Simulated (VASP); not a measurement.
# Ag (P6/mmm) in VASP: further runs

Ag is run at these levels: PBE; tasks: single point.

All numbers are computed with VASP 6.6.1; they aren't measurements. Logs are shortened: lines on timing, memory, paths and dates and some standing lists are left out, and cuts for length are marked.

### 1 The cell of the first run

Symmetry: P6/mmm, No. 191, hexagonal system. Conventional cell: a = 2.724 Å, b = 2.724 Å, c = 2.641 Å, α = 90.00°, β = 90.00°, γ = 120.00°. Ag (site symmetry 6/mmm) has 8 Ag at 2.64 to 2.72 Å within 3.5 Å.

### 2 Single point, PBE

The input, INCAR:

```
ALGO = Normal
EDIFF = 1E-6
ENCUT = 520
GGA = PE
ISIF = 2
ISMEAR = -1
LASPH = T
LCHARG = T
LELF = T
LREAL = F
LVHAR = T
LWAVE = F
NBANDS = 12
NELM = 60
PREC = Accurate
SIGMA = 0.05
```

The input, KPOINTS:

```
k-points
0
Gamma
  16 16 15
```

The input, POSCAR:

```
Ag
1.0
    2.7242952124      0.0000000000      0.0000000000
   -1.3621476062      2.3593088613      0.0000000000
    0.0000000000      0.0000000000      2.6412557432
Ag
1
Direct
    0.0000000000      0.0000000000      0.0000000000
```

Potentials or basis: VASP PAW PBE potentials, release 64 (Ag).

The run is started by

```
> cat potpaw_PBE.64/Ag/POTCAR > POTCAR
> mpirun -np 1 vasp_std > vasp.out
```

OUTCAR:

```text
EDIFF = 1E-6
   ENCUT = 520
   GGA = PE
   ISIF = 2
   ISMEAR = -1
   LASPH = T
   LREAL = F
   NELM = 60
   PREC = Accurate

 ion  position               nearest neighbor table
   1  0.000  0.000  0.000-

  LATTYP: Found a hexagonal cell.
 ALAT       =     2.7242952124
 C/A-ratio  =     0.9695189167

  Lattice vectors:

 A1 = (   2.7242952124,   0.0000000000,   0.0000000000)
 A2 = (  -1.3621476062,   2.3593088613,   0.0000000000)
 A3 = (   0.0000000000,   0.0000000000,   2.6412557432)

Analysis of symmetry for initial positions (statically):
=====================================================================
 Subroutine PRICEL returns:
 Original cell was already a primitive cell.

 Routine SETGRP: Setting up the symmetry group for a
 hexagonal supercell.

 Subroutine GETGRP returns: Found 24 space group operations
 (whereof 24 operations were pure point group operations)
 out of a pool of 24 trial point group operations.

The static configuration has the point symmetry D_6h.

Analysis of symmetry for dynamics (positions and initial velocities):
=====================================================================
 Subroutine PRICEL returns:
 Original cell was already a primitive cell.

 Routine SETGRP: Setting up the symmetry group for a
 hexagonal supercell.

 Subroutine GETGRP returns: Found 24 space group operations
 (whereof 24 operations were pure point group operations)
 out of a pool of 24 trial point group operations.

The dynamic configuration has the point symmetry D_6h.

 Subroutine INISYM returns: Found 24 space group operations
 (whereof 24 operations are pure point group operations),
 and found     1 'primitive' translations

----------------------------------------------------------------------------------------

                                     Primitive cell

  volume of cell :      16.9765

  direct lattice vectors                    reciprocal lattice vectors
     2.724295212  0.000000000  0.000000000     0.367067415  0.211926471  0.000000000
    -1.362147606  2.359308861  0.000000000     0.000000000  0.423852941  0.000000000
     0.000000000  0.000000000  2.641255743     0.000000000  0.000000000  0.378607790

  length of vectors
     2.724295212  2.724295212  2.641255743     0.423852941  0.423852941  0.378607790

  position of ions in fractional coordinates (direct lattice)
     0.000000000  0.000000000  0.000000000

  ion indices of the primitive-cell ions
   primitive index   ion index
                 1           1

----------------------------------------------------------------------------------------

 KPOINTS: k-points

Automatic generation of k-mesh.
 Grid dimensions read from file:
 generate k-points for:   16   16   15

 Generating k-lattice:

  Cartesian coordinates                     Fractional coordinates (reciprocal lattice)
     0.022941713  0.013245404  0.000000000     0.062500000  0.000000000  0.000000000
     0.000000000  0.026490809  0.000000000     0.000000000  0.062500000  0.000000000
     0.000000000  0.000000000  0.025240519     0.000000000  0.000000000  0.066666667

  Length of vectors
     0.026490809  0.026490809  0.025240519

  Shift w.r.t. Gamma in fractional coordinates (k-lattice)
     0.000000000  0.000000000  0.000000000

 Subroutine IBZKPT returns following result:
 ===========================================

 Found    240 irreducible k-points:

 Following reciprocal coordinates:
            Coordinates               Weight
  0.000000  0.000000  0.000000      1.000000
  0.062500  0.000000  0.000000      6.000000
  0.125000  0.000000  0.000000      6.000000
  0.187500 -0.000000  0.000000      6.000000
  0.250000  0.000000  0.000000      6.000000
  0.312500  0.000000  0.000000      6.000000
[... 16 lines left out ...]
  0.187500  0.187500  0.000000      6.000000
  0.250000  0.187500  0.000000     12.000000
 [... further k-points ...]
   k-points           NKPTS =    240   k-points in BZ     NKDIM =    240   number of bands    NBANDS=     12
   number of dos      NEDOS =    301   number of ions     NIONS =      1
   total plane-waves  NPLWV =   8000
   dimension x,y,z NGX =    20 NGY =   20 NGZ =   20
   dimension x,y,z NGXF=    40 NGYF=   40 NGZF=   40
   ions per type =               1
   NGX,Y,Z   is equivalent  to a cutoff of  12.20, 12.20, 12.59 a.u.
   NGXF,Y,Z  is equivalent  to a cutoff of  24.41, 24.41, 25.18 a.u.
 SYSTEM =  unknown system
   PREC   = accura    normal or accurate (medium, high low for compatibility)
   ISTART =      0    job   : 0-new  1-cont  2-samecut
   ICHARG =      2    charge: 1-file 2-atom 10-const
   ISPIN  =      1    spin polarized calculation?
   LNONCOLLINEAR =      F non collinear calculations
   LSORBIT =      F    spin-orbit coupling
   LASPH  =      T    aspherical Exc in radial PAW
   ENCUT  =  520.0 eV  38.22 Ry    6.18 a.u.   5.07  5.07  4.91*2*pi/ulx,y,z
   NELM   =     60;   NELMIN=  2; NELMDL= -5     # of ELM steps
   EDIFF  = 0.1E-05   stopping-criterion for ELM
   LREAL  =      F    real-space projection
   EDIFFG = 0.1E-04   stopping-criterion for IOM
   NSW    =      0    number of steps for IOM
   IBRION =     -1    ionic relax: 0-MD 1-quasi-New 2-CG
   NFREE  =      0    steps in history (QN), initial steepest desc. (CG)
   ISIF   =      2    stress and relaxation
   ISYM   =      2    0-nonsym 1-usesym 2-fastsym
   POTIM  = 0.5000    time-step for ionic-motion
   TEBEG  =    0.0;   TEEND  =   0.0 temperature during run
   PSTRESS=    0.0 pullay stress
   NELECT =      11.0000    total number of electrons
   NUPDOWN=      -1.0000    fix difference up-down
   EMIN   =  10.00;   EMAX   =-10.00  energy-range for DOS
   EFERMI =   0.00;   METHOD = LEGACY
   ISMEAR =    -1;   SIGMA  =   0.05  broadening in eV -4-tet -1-fermi 0-gaus
   EFERMI_NEDOS =   21; number of points for ismear=-14 and -15
   IALGO  =     38    algorithm
   IMIX   =      4    mixing-type and parameters
     AMIX     =   0.40;   BMIX     =  1.00
     AMIX_MAG =   1.60;   BMIX_MAG =  1.00
  volume/ion in A,a.u.               =      16.98       114.56
  Fermi-wavevector in a.u.,A,eV,Ry     =   1.416628  2.677039 27.304659  2.006836
  Thomas-Fermi vector in A             =   2.537943
   LORBIT       =      0    0 simple, 1 ext, 2 COOP (PROOUT), +10 PAW based schemes
   GGA     = PE    functional components
   LHFCALC =     F    Hartree Fock is set to
   AEXX    =    0.0000 exact exchange contribution
   IVDW    =     0    specifies the selected vdW correction
   LEPSILON=     F    determine dielectric tensor
   LRPA    =     F    only Hartree local field effects (RPA)
 non-spin polarized calculation
  energy-cutoff  :      520.00
  volume of cell :       16.98
 maximum number of plane-waves:       472
   NGX = 11   NGY = 11   NGZ =  9

 number of electron      11.0000002 magnetization

 Free energy of the ion-electron system (eV)
  ---------------------------------------------------
  ext. energy  EPLUGINS =         0.00000000
  ---------------------------------------------------
  free energy    TOTEN  =        -2.43265958 eV

  energy without entropy =       -2.43002254  energy(sigma->0) =       -2.43134106

 E-fermi :   8.5225     XC(G=0): -12.1803

 val. band max:        8.5017736340   @ k =   0.1250   0.0625   0.4667
 cond. band min:       8.5779659229   @ k =   0.3125   0.1875   0.0000
 fundamental gap:      0.0761922889
 Fermi energy:         8.5225371661

 k-point     1 :       0.0000    0.0000    0.0000
  band No.  band energies     occupation
      1       0.7147      2.00000
      2       1.8682      2.00000
      3       3.5538      2.00000
      4       3.5538      2.00000
      5       5.5947      2.00000
      6       5.5947      2.00000
      7      22.6368      0.00000
      8      25.0153      0.00000
      9      28.8706      0.00000
     10      28.8706      0.00000
     11      29.0605      0.00000
     12      33.1739      0.00000

 k-point     2 :       0.0625    0.0000    0.0000
  band No.  band energies     occupation
      1       0.8437      2.00000
      2       1.9001      2.00000
      3       3.5042      2.00000
      4       3.6278      2.00000
      5       5.5375      2.00000
      6       5.5839      2.00000
      7      22.8357      0.00000
      8      24.9460      0.00000
      9      27.7789      0.00000
     10      28.2677      0.00000
     11      29.1541      0.00000
     12      33.8246      0.00000

 k-point     3 :       0.1250    0.0000    0.0000
  band No.  band energies     occupation
      1       1.2086      2.00000
      2       1.9931      2.00000
      3       3.3872      2.00000
      4       3.8430      2.00000
      5       5.3789      2.00000
      6       5.5534      2.00000
      7      23.4148      0.00000
      8      24.1074      0.00000
      9      26.6697      0.00000
     10      27.0228      0.00000
     11      29.0199      0.00000
     12      34.9702      0.00000
[... 286 lines left out ...]
 k-point    23 :       0.1875    0.1875    0.0000
  band No.  band energies     occupation
      1       2.3953      2.00000
      2       2.8143      2.00000
      3       3.2075      2.00000
      4       4.6982      2.00000
      5       5.2852      2.00000
      6       6.1295      2.00000
      7      18.6372      0.00000
      8      19.1886      0.00000
      9      27.2566      0.00000
     10      27.9441      0.00000
     11      31.3060      0.00000
     12      35.1783      0.00000

 k-point    24 :       0.2500    0.1875    0.0000
  band No.  band energies     occupation
      1       2.5223      2.00000
      2       2.6597      2.00000
      3       3.7158      2.00000
      4       4.5728      2.00000
      5       5.1837      2.00000
      6       7.2651      2.00000
      7      16.5279      0.00000
      8      18.1946      0.00000
      9      27.8627      0.00000
     10      28.6747      0.00000
     11      32.1729      0.00000
     12      34.9331      0.00000

 [... further k-points ...]

------------------------ aborting loop because EDIFF is reached ----------------------------------------

  FORCE on cell =-STRESS in cart. coord.  units (eV):
  Direction    XX          YY          ZZ          XY          YZ          ZX
  --------------------------------------------------------------------------------------
  -------------------------------------------------------------------------------------
  Total        1.5614798      1.5614798      1.5566792      0.0000000      0.0000000      0.0000000
  in kB      147.3660774    147.3660774    146.9130212      0.0000000      0.0000000      0.0000000
  external PRESSURE =     147.2150587 kB  Pullay stress =       0.0000000 kB

 VOLUME and BASIS-vectors are now :
 -----------------------------------------------------------------------------
  energy-cutoff  :      520.00
  volume of cell :       16.98
      direct lattice vectors                 reciprocal lattice vectors
     2.724295212  0.000000000  0.000000000     0.367067415  0.211926471  0.000000000
    -1.362147606  2.359308861  0.000000000     0.000000000  0.423852941  0.000000000
     0.000000000  0.000000000  2.641255743     0.000000000  0.000000000  0.378607790

 POSITION                                       TOTAL-FORCE (eV/Angst)
 -----------------------------------------------------------------------------------
      0.00000      0.00000      0.00000         0.000000      0.000000      0.000000
 -----------------------------------------------------------------------------------
    total drift:                               -0.000000      0.000000      0.000000

  FREE ENERGIE OF THE ION-ELECTRON SYSTEM (eV)
  ---------------------------------------------------
  free  energy   TOTEN  =        -2.4326595787 eV

  energy  without entropy=       -2.4300225365  energy(sigma->0) =       -2.43134106
```

Run time: 16 s. Hardware: 1 thread of Intel Xeon 6975P-C (Granite Rapids), shared host; peak memory 0.16 GiB.

Results:

| Item | Value |
| --- | --- |
| Free energy | -2.4327 eV |
| Pressure | 14.7 GPa |

Levels at points of the mesh, in eV from the Fermi level:
```csv
k point,band 2,band 3,band 4,band 5,band 6,band 7,band 8,band 9,band 10,band 11
"(0.00, 0.00, 0.00)",-6.65,-4.97,-4.97,-2.93,-2.93,14.11,16.49,20.35,20.35,20.54
"(0.50, 0.00, 0.00)",-5.87,-4.23,-3.20,-2.65,-0.42,3.71,12.89,18.51,19.34,21.27
```

### 3 Single point, PBE

This run uses another cell than the first one: it holds 3 atoms, not 1.

The input, INCAR:

```
SYSTEM = Ag
PREC = Accurate
ENCUT = 520
EDIFF = 1E-6
ISMEAR = -1
SIGMA = 0.05
LREAL = .False.
LASPH = .True.
NELM = 100
ALGO = Normal
ISIF = 2
LWAVE = .False.
LCHARG = .False.
GGA = PE
NBANDS = 24
```

The input, KPOINTS:

```
Automatic mesh
0
Gamma
  8 8 11
  0 0 0
```

The input, POSCAR:

```
Ag
1.0
    4.5397895302      0.0000000000      0.0000000000
   -2.2698947651      3.9315730610      0.0000000000
    0.0000000000      0.0000000000      2.7145800113
Ag
3
Direct
    0.0000000000      0.0000000000      0.0000000000
    0.3333333333      0.6666666667      0.5000000000
    0.6666666667      0.3333333333      0.5000000000
```

Potentials or basis: VASP PAW PBE potentials, release 64 (Ag).

The run is started by

```
> cat potpaw_PBE.64/Ag/POTCAR > POTCAR
> mpirun -np 1 vasp_std > vasp.out
```

Wall time 23 s (1 thread of Intel Xeon 6975P-C (Granite Rapids), shared host); peak memory 0.19 GiB.

Results (log left out):

* Free energy: -7.7115 eV
* Pressure: 14.7 GPa

Levels at points of the mesh, in eV from the Fermi level:
| k point | band 14 | band 15 | band 16 | band 17 | band 18 | band 19 |
| --- | --- | --- | --- | --- | --- | --- |
| (0.00, 0.00, 0.00) | -4.19 | -3.02 | -3.02 | 4.69 | 4.69 | 4.70 |
| (0.50, 0.00, 0.00) | -3.34 | -3.33 | -2.96 | -2.87 | -0.42 | 4.22 |

### 4 Single point, PBE

This run uses another cell than the first one: it holds 3 atoms, not 1.

The input, INCAR:

```
SYSTEM = Ag
PREC     = Accurate       ! precision mode
ENCUT    = 520            ! plane-wave cutoff, eV
EDIFF    = 1E-6           ! SCF threshold, eV
ISMEAR   = -1             ! smearing method
SIGMA    = 0.05           ! smearing width, eV
LREAL    = .FALSE.        ! projectors in reciprocal space
LASPH    = .TRUE.         ! aspherical terms in the spheres
NELM     = 100            ! most SCF steps
ALGO     = Normal         ! electronic algorithm
ISIF     = 2              ! what is computed and relaxed
LWAVE    = .FALSE.        ! write WAVECAR
LCHARG   = .FALSE.        ! write CHGCAR
GGA      = PE             ! functional
NBANDS   = 24             ! bands
```

The input, KPOINTS:

```
Automatic mesh
0
G
  8 8 11
  0 0 0
```

The input, POSCAR:

```
Ag
1.0
    4.5393775097      0.0000000000      0.0000000000
   -2.2696887549      3.9312162408      0.0000000000
    0.0000000000      0.0000000000      2.7145331091
Ag
3
Direct
    0.0000000000      0.0000000000      0.0000000000
    0.3333333333      0.6666666667      0.5000000000
    0.6666666667      0.3333333333      0.5000000000
```

The run is started by

```
> cat potpaw_PBE.64/Ag/POTCAR > POTCAR
> mpirun -np 1 vasp_std > vasp.out
```

It took 26 s on 1 thread of Intel Xeon 6975P-C (Granite Rapids), shared host; peak memory 0.19 GiB.

It converged, with:

```yaml
Free_energy: -7.7106 eV
Pressure: 14.7 GPa
```

Levels at points of the mesh, in eV from the Fermi level:
| k point | band 12 | band 13 | band 14 | band 15 | band 16 | band 17 | band 18 | band 19 | band 20 | band 21 |
| --- | --- | --- | --- | --- | --- | --- | --- | --- | --- | --- |
| (0.00, 0.00, 0.00) | -4.25 | -4.19 | -4.19 | -3.02 | -3.02 | 4.69 | 4.69 | 4.70 | 4.70 | 5.27 |
| (0.50, 0.00, 0.00) | -3.38 | -3.35 | -3.34 | -3.33 | -2.96 | -2.87 | -0.42 | 4.22 | 12.41 | 12.42 |

### 5 The runs side by side

| cell | k mesh | gap on the mesh (eV) | pressure (GPa) |
| --- | --- | --- | --- |
| a = 2.724, b = 2.724, c = 2.641 Å, angles 90.0, 90.0, 120.0°, 1 atom | 16 × 16 × 15 | none | 14.7 |
| a = 4.540, b = 4.540, c = 2.715 Å, angles 90.0, 90.0, 120.0°, 3 atoms | 8 × 8 × 11 | none | 14.7 |
| a = 4.539, b = 4.539, c = 2.715 Å, angles 90.0, 90.0, 120.0°, 3 atoms | 8 × 8 × 11 | none | 14.7 |

Alike in all rows: task single point; level PBE; potentials or basis VASP PAW PBE potentials, release 64 (Ag); no spin polarisation; cutoff (eV) 520; smearing fermi-dirac 0.05 eV.

Total energies depend on the potentials used, so only differences within one code and one set of settings carry meaning.
